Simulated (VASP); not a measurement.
The system is Zr4Ag.

```
Zr Ag
1.0
    -2.92170    2.92170    2.63528
     2.92170   -2.92170    2.63528
     2.92170    2.92170   -2.63528
Zr Ag
4 1
Direct
  0.30346 0.61224 0.30878
  0.30346 0.99468 0.69122
  0.61224 0.30346 0.30878
  0.99468 0.30346 0.69122
  0.88484 0.88484 0.00000
```

The cell was built from a structure type or drawn by symmetry, and may not be a known phase.

```yaml
Program: VASP 6.6.1
Task: relaxation of cell and atoms
Functional: PBE
Potentials_or_basis: VASP PAW PBE potentials, release 64 (Zr_sv, Ag)
Cutoff: 600 eV
k_mesh: 4 × 4 × 4
Occupations: gaussian, width 0.2 eV
Spin: no spin polarisation
```

At the start: pressure 36.1 GPa; volume 18.00 Å³/atom.

Q: How do energy, volume and symmetry change on relaxing?

A: Over 16 steps the energy falls by 933.7 meV/atom and the volume is 23.06 Å³/atom (+28.1 %); space group I4mm (No. 107, to 0.1 Å) before, I4/mmm (No. 139, to 0.1 Å).

The path:
| step | energy change (eV) | largest force (eV/Å) | pressure (GPa) | volume (Å³) |
| --- | --- | --- | --- | --- |
| 1 | 0.0000 | 2.3907 | 36.05 | 89.98 |
| 2 | -1.7534 | 0.6358 | -12.33 | 152.68 |
| 3 | -3.1141 | 0.7507 | -2.30 | 120.53 |
| 4 | -3.6346 | 0.8939 | -0.47 | 117.77 |
| 5 | -3.8643 | 1.0179 | 2.43 | 114.71 |
| 6 | -3.8956 | 1.3771 | 4.26 | 113.00 |
| 7 | -4.2227 | 0.9639 | 1.01 | 116.47 |
| 8 | -4.4841 | 0.4742 | -3.42 | 121.54 |
| 9 | -4.4958 | 0.4059 | -4.02 | 122.30 |
| 10 | -4.6446 | 0.1902 | -1.83 | 118.04 |
| 11 | -4.6552 | 0.1584 | -1.00 | 116.80 |
| 12 | -4.6555 | 0.1763 | -0.82 | 116.58 |
| 13 | -4.6646 | 0.1146 | -0.13 | 115.59 |
| 14 | -4.6662 | 0.1153 | 0.24 | 115.06 |
| 15 | -4.6663 | 0.1156 | 0.31 | 114.96 |
| 16 | -4.6684 | 0.0446 | -0.01 | 115.29 |

Final structure:
```
Zr Ag
1.0
    -3.81716    3.81716    1.97816
     3.81716   -3.81716    1.97816
     3.81716    3.81716   -1.97816
Zr Ag
4 1
Direct
  0.31973 0.60800 0.28827
  0.31973 0.03147 0.71173
  0.60800 0.31973 0.28827
  0.03147 0.31973 0.71173
  0.81975 0.81975 0.00000
```

Caveat: the k points lie up to 0.45 Å⁻¹ apart in the final cell, too coarse for converged energies and pressures of a metal; the volume moved by over 15 % at a fixed basis, so the end points are rough; the relaxation stopped at a loose force limit of 0.08 eV/Å, so its end isn't a converged minimum.
